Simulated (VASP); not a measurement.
Runs of VASP 6.6.1 on RuSe. The structure is that of space group F-43m (No. 216), or close to it. The cells are those of the table. 

```csv
level,U,cell,gap on the mesh (eV),pressure (GPa)
r2SCAN,-,"a = 3.890 Å, angles 60.0°, 2 atoms",none,(a)
r2SCAN,-,"a = 3.864 Å, angles 60.0°, 2 atoms",none,(b)
r2SCAN,-,"a = 3.952 Å, angles 60.0°, 2 atoms",none,-7.3
r2SCAN+U,Ru d U = 5.0 eV,"a = 3.864 Å, angles 60.0°, 2 atoms",none,0.9
r2SCAN,-,"a = 3.838 Å, angles 60.0°, 2 atoms",none,2.8
```

Alike in all rows: task single point; potentials or basis VASP PAW PBE potentials, release 64 (Ru_pv, Se); no spin polarisation; k mesh 10 × 10 × 10; cutoff (eV) 520; smearing gaussian 0.05 eV.

**Question.** Estimate the missing entries.

**Answer.** (a) -2.4; (b) 0.1.

Caveats: the PAW data sets were made with another functional, which shifts forces and pressure a little; U without spin polarisation on a metal has little footing (some runs).

A k mesh can miss the band edges, and the runs leave out spin-orbit coupling on Ru, Se.

A gap of «none» marks levels without a gap at the run's occupations.
